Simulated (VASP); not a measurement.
# Zn (P6_3/mmc) in VASP: further runs

Zn is run at these levels: PBE, revPBE; tasks: single point.

All numbers are computed with VASP 6.6.1; they aren't measurements. Logs are shortened: lines on timing, memory, paths and dates and some standing lists are left out, and cuts for length are marked.

### 1 The cell of the first run

Symmetry: P6_3/mmc, No. 194, hexagonal system. Conventional cell: a = 2.488 Å, b = 2.488 Å, c = 4.692 Å, α = 90.00°, β = 90.00°, γ = 120.00°. Zn (site symmetry -6m2) has 12 Zn at 2.49 to 2.75 Å within 3.3 Å.

### 2 Single point, PBE

File INCAR:

```
PREC = Accurate
ENCUT = 520
EDIFF = 1E-7
ISMEAR = -1
SIGMA = 0.1342
LREAL = F
LASPH = T
NELM = 80
ALGO = Normal
ISIF = 2
LWAVE = F
LCHARG = F
GGA = PE
NBANDS = 19
```

File KPOINTS:

```
regular mesh
0
Gamma
  8 8 4
```

File POSCAR:

```
Zn
1.0
    1.2440980000      2.1548410000      0.0000000000
   -1.2440980000      2.1548410000      0.0000000000
    0.0000000000      0.0000000000      4.6924320000
Zn
2
Direct
    0.3333300000      0.3333400000      0.2500000000
    0.6666600000      0.6666700000      0.7500000000
```

Potentials or basis: VASP PAW PBE potentials, release 64 (Zn).

Run with:

```sh
> cat potpaw_PBE.64/Zn/POTCAR > POTCAR
> mpirun -np 1 vasp_std > vasp.out
```

OUTCAR:

```text
PREC = Accurate
   ENCUT = 520
   EDIFF = 1E-7
   ISMEAR = -1
   LREAL = F
   LASPH = T
   NELM = 80
   ISIF = 2
   GGA = PE

 ion  position               nearest neighbor table
   1  0.333  0.333  0.250-   2 2.75   2 2.75   2 2.75   2 2.75   2 2.75   2 2.75
   2  0.667  0.667  0.750-   1 2.75   1 2.75   1 2.75   1 2.75   1 2.75   1 2.75

  LATTYP: Found a hexagonal cell.
 ALAT       =     2.4881960471
 C/A-ratio  =     1.8858771219

  Lattice vectors:

 A1 = (   1.2440980000,  -2.1548410000,   0.0000000000)
 A2 = (   1.2440980000,   2.1548410000,   0.0000000000)
 A3 = (   0.0000000000,   0.0000000000,   4.6924320000)

Analysis of symmetry for initial positions (statically):
=====================================================================
 Subroutine PRICEL returns:
 Original cell was already a primitive cell.

 Routine SETGRP: Setting up the symmetry group for a
 hexagonal supercell.

 Subroutine GETGRP returns: Found  8 space group operations
 (whereof  2 operations were pure point group operations)
 out of a pool of 24 trial point group operations.

The static configuration has the point symmetry C_2 .
 The point group associated with its full space group is D_2h.

Analysis of symmetry for dynamics (positions and initial velocities):
=====================================================================
 Subroutine PRICEL returns:
 Original cell was already a primitive cell.

 Routine SETGRP: Setting up the symmetry group for a
 hexagonal supercell.

 Subroutine GETGRP returns: Found  8 space group operations
 (whereof  2 operations were pure point group operations)
 out of a pool of 24 trial point group operations.

The dynamic configuration has the point symmetry C_2 .
 The point group associated with its full space group is D_2h.

 Subroutine INISYM returns: Found  8 space group operations
 (whereof  2 operations are pure point group operations),
 and found     1 'primitive' translations

----------------------------------------------------------------------------------------

                                     Primitive cell

  volume of cell :      25.1593

  direct lattice vectors                    reciprocal lattice vectors
     1.244098000  2.154841000  0.000000000     0.401897600  0.232035682  0.000000000
    -1.244098000  2.154841000  0.000000000    -0.401897600  0.232035682  0.000000000
     0.000000000  0.000000000  4.692432000     0.000000000  0.000000000  0.213109108

  length of vectors
     2.488196047  2.488196047  4.692432000     0.464071372  0.464071372  0.213109108

  position of ions in fractional coordinates (direct lattice)
     0.333330000  0.333340000  0.250000000
     0.666660000  0.666670000  0.750000000

  ion indices of the primitive-cell ions
   primitive index   ion index
                 1           1
                 2           2

----------------------------------------------------------------------------------------

 KPOINTS: regular mesh

Automatic generation of k-mesh.
 Grid dimensions read from file:
 generate k-points for:    8    8    4

 Generating k-lattice:

  Cartesian coordinates                     Fractional coordinates (reciprocal lattice)
     0.050237200  0.029004460  0.000000000     0.125000000 -0.000000000  0.000000000
    -0.050237200  0.029004460  0.000000000    -0.000000000  0.125000000  0.000000000
     0.000000000  0.000000000  0.053277277     0.000000000  0.000000000  0.250000000

  Length of vectors
     0.058008921  0.058008921  0.053277277

  Shift w.r.t. Gamma in fractional coordinates (k-lattice)
     0.000000000  0.000000000  0.000000000

 Subroutine IBZKPT returns following result:
 ===========================================

 Found     63 irreducible k-points:

 Following reciprocal coordinates:
            Coordinates               Weight
  0.000000  0.000000  0.000000      1.000000
  0.125000 -0.000000  0.000000      4.000000
  0.125000  0.125000  0.000000      2.000000
  0.250000 -0.000000  0.000000      4.000000
  0.250000  0.250000  0.000000      2.000000
  0.375000 -0.000000  0.000000      4.000000
[... 16 lines left out ...]
  0.125000 -0.000000  0.250000      8.000000
  0.125000  0.125000  0.250000      4.000000
 [... further k-points ...]
   k-points           NKPTS =     63   k-points in BZ     NKDIM =     63   number of bands    NBANDS=     19
   number of dos      NEDOS =    301   number of ions     NIONS =      2
   total plane-waves  NPLWV =  14400
   dimension x,y,z NGX =    20 NGY =   20 NGZ =   36
   dimension x,y,z NGXF=    40 NGYF=   40 NGZF=   72
   ions per type =               2
   NGX,Y,Z   is equivalent  to a cutoff of  13.36, 13.36, 12.75 a.u.
   NGXF,Y,Z  is equivalent  to a cutoff of  26.73, 26.73, 25.51 a.u.
 SYSTEM =  unknown system
   PREC   = accura    normal or accurate (medium, high low for compatibility)
   ISTART =      0    job   : 0-new  1-cont  2-samecut
   ICHARG =      2    charge: 1-file 2-atom 10-const
   ISPIN  =      1    spin polarized calculation?
   LNONCOLLINEAR =      F non collinear calculations
   LSORBIT =      F    spin-orbit coupling
   LASPH  =      T    aspherical Exc in radial PAW
   ENCUT  =  520.0 eV  38.22 Ry    6.18 a.u.   4.63  4.63  8.72*2*pi/ulx,y,z
   NELM   =     80;   NELMIN=  2; NELMDL= -5     # of ELM steps
   EDIFF  = 0.1E-06   stopping-criterion for ELM
   LREAL  =      F    real-space projection
   EDIFFG = 0.1E-05   stopping-criterion for IOM
   NSW    =      0    number of steps for IOM
   IBRION =     -1    ionic relax: 0-MD 1-quasi-New 2-CG
   NFREE  =      0    steps in history (QN), initial steepest desc. (CG)
   ISIF   =      2    stress and relaxation
   ISYM   =      2    0-nonsym 1-usesym 2-fastsym
   POTIM  = 0.5000    time-step for ionic-motion
   TEBEG  =    0.0;   TEEND  =   0.0 temperature during run
   PSTRESS=    0.0 pullay stress
   NELECT =      24.0000    total number of electrons
   NUPDOWN=      -1.0000    fix difference up-down
   EMIN   =  10.00;   EMAX   =-10.00  energy-range for DOS
   EFERMI =   0.00;   METHOD = LEGACY
   ISMEAR =    -1;   SIGMA  =   0.13  broadening in eV -4-tet -1-fermi 0-gaus
   EFERMI_NEDOS =   21; number of points for ismear=-14 and -15
   IALGO  =     38    algorithm
   IMIX   =      4    mixing-type and parameters
     AMIX     =   0.40;   BMIX     =  1.00
     AMIX_MAG =   1.60;   BMIX_MAG =  1.00
  volume/ion in A,a.u.               =      12.58        84.89
  Fermi-wavevector in a.u.,A,eV,Ry     =   1.611558  3.045403 35.335958  2.597120
  Thomas-Fermi vector in A             =   2.706929
   LORBIT       =      0    0 simple, 1 ext, 2 COOP (PROOUT), +10 PAW based schemes
   GGA     = PE    functional components
   LHFCALC =     F    Hartree Fock is set to
   AEXX    =    0.0000 exact exchange contribution
   IVDW    =     0    specifies the selected vdW correction
   LEPSILON=     F    determine dielectric tensor
   LRPA    =     F    only Hartree local field effects (RPA)
 non-spin polarized calculation
  energy-cutoff  :      520.00
  volume of cell :       25.16
 maximum number of plane-waves:       690
   NGX =  9   NGY =  9   NGZ = 17

 number of electron      23.9999999 magnetization

 Free energy of the ion-electron system (eV)
  ---------------------------------------------------
  ext. energy  EPLUGINS =         0.00000000
  ---------------------------------------------------
  free energy    TOTEN  =        -1.85360045 eV

  energy without entropy =       -1.82093889  energy(sigma->0) =       -1.83726967

 E-fermi :   4.4273     XC(G=0): -12.5757

 val. band max:        4.3629977974   @ k =   0.3750  -0.0000   0.0000
 cond. band min:       4.4681331930   @ k =   0.3750  -0.3750   0.5000
 fundamental gap:      0.1051353956
 Fermi energy:         4.4272749055

 k-point     1 :       0.0000    0.0000    0.0000
  band No.  band energies     occupation
      1      -7.4301      2.00000
      2      -5.0518      2.00000
      3      -4.0284      2.00000
      4      -3.6576      2.00000
      5      -3.6576      2.00000
      6      -3.5896      2.00000
[... 11 lines left out ...]
     18      25.6587      0.00000
     19      26.6481      0.00000

 k-point     2 :       0.1250   -0.0000    0.0000
  band No.  band energies     occupation
      1      -6.9012      2.00000
      2      -4.7918      2.00000
      3      -3.9662      2.00000
      4      -3.7222      2.00000
      5      -3.6452      2.00000
      6      -3.5080      2.00000
[... 11 lines left out ...]
     18      23.7471      0.00000
     19      25.7367      0.00000

 k-point     3 :       0.1250    0.1250    0.0000
  band No.  band energies     occupation
      1      -6.9012      2.00000
      2      -4.7918      2.00000
      3      -3.9662      2.00000
      4      -3.7222      2.00000
      5      -3.6452      2.00000
      6      -3.5080      2.00000
[... 11 lines left out ...]
     18      23.7471      0.00000
     19      25.7367      0.00000

 k-point     4 :       0.2500   -0.0000    0.0000
  band No.  band energies     occupation
      1      -5.5063      2.00000
      2      -4.4555      2.00000
      3      -3.9240      2.00000
      4      -3.8589      2.00000
      5      -3.7778      2.00000
      6      -3.4061      2.00000
[... 11 lines left out ...]
     18      22.2061      0.00000
     19      22.2752      0.00000

 k-point     5 :       0.2500    0.2500    0.0000
  band No.  band energies     occupation
      1      -5.5063      2.00000
      2      -4.4555      2.00000
      3      -3.9240      2.00000
      4      -3.8589      2.00000
      5      -3.7778      2.00000
      6      -3.4061      2.00000
[... 11 lines left out ...]
     18      22.2061      0.00000
     19      22.2752      0.00000
[... 334 lines left out ...]
      2      -4.1767      2.00000
      3      -4.0559      2.00000
      4      -3.6961      2.00000
      5      -3.6779      2.00000
      6      -3.6432      2.00000
[... 11 lines left out ...]
     18      14.4816      0.00000
     19      15.4247      0.00000

 k-point    22 :       0.0000    0.0000    0.2500
  band No.  band energies     occupation
      1      -7.0129      2.00000
      2      -5.1771      2.00000
      3      -4.0191      2.00000
      4      -3.6600      2.00000
      5      -3.6600      2.00000
      6      -3.6098      2.00000
[... 11 lines left out ...]
     18      26.8433      0.00000
     19      26.8445      0.00000

 k-point    23 :       0.1250   -0.0000    0.2500
  band No.  band energies     occupation
      1      -6.4960      2.00000
      2      -4.8633      2.00000
      3      -3.9698      2.00000
      4      -3.7449      2.00000
      5      -3.6970      2.00000
      6      -3.5153      2.00000
[... 11 lines left out ...]
     18      24.2899      0.00000
     19      26.0838      0.00000

 k-point    24 :       0.1250    0.1250    0.2500
  band No.  band energies     occupation
      1      -6.4960      2.00000
      2      -4.8633      2.00000
      3      -3.9698      2.00000
      4      -3.7449      2.00000
      5      -3.6970      2.00000
      6      -3.5153      2.00000
[... 11 lines left out ...]
     18      24.2899      0.00000
     19      26.0838      0.00000

 [... further k-points ...]

------------------------ aborting loop because EDIFF is reached ----------------------------------------

  FORCE on cell =-STRESS in cart. coord.  units (eV):
  Direction    XX          YY          ZZ          XY          YZ          ZX
  --------------------------------------------------------------------------------------
  -------------------------------------------------------------------------------------
  Total        4.7248055      4.7248442      1.9487089     -0.0000000      0.0000000      0.0000000
  in kB      300.8823478    300.8848117    124.0965628     -0.0000000      0.0000000      0.0000000
  external PRESSURE =     241.9545741 kB  Pullay stress =       0.0000000 kB

 VOLUME and BASIS-vectors are now :
 -----------------------------------------------------------------------------
  energy-cutoff  :      520.00
  volume of cell :       25.16
      direct lattice vectors                 reciprocal lattice vectors
     1.244098000  2.154841000  0.000000000     0.401897600  0.232035682  0.000000000
    -1.244098000  2.154841000  0.000000000    -0.401897600  0.232035682  0.000000000
     0.000000000  0.000000000  4.692432000     0.000000000  0.000000000  0.213109108

 POSITION                                       TOTAL-FORCE (eV/Angst)
 -----------------------------------------------------------------------------------
     -0.00001      1.43657      1.17311         0.000000     -0.000016     -0.000000
     -0.00001      2.87311      3.51932         0.000000      0.000016      0.000000
 -----------------------------------------------------------------------------------
    total drift:                               -0.000000      0.000000     -0.000000

  FREE ENERGIE OF THE ION-ELECTRON SYSTEM (eV)
  ---------------------------------------------------
  free  energy   TOTEN  =        -1.8536004545 eV

  energy  without entropy=       -1.8209388898  energy(sigma->0) =       -1.83726967
```

Run time: 36 s. Hardware: 1 thread of Intel Xeon 8259CL, shared host; peak memory 0.15 GiB.

What came out:

```
Free energy            : -1.8536 eV
Pressure               : 24.2 GPa
Band gap on the k mesh : zero (band 12 reaches 6.01 eV, above the bottom of band 13 at 1.56 eV)
```

Caveat: the k points lie up to 0.36 Å⁻¹ apart.

[end of part 1 of 2]
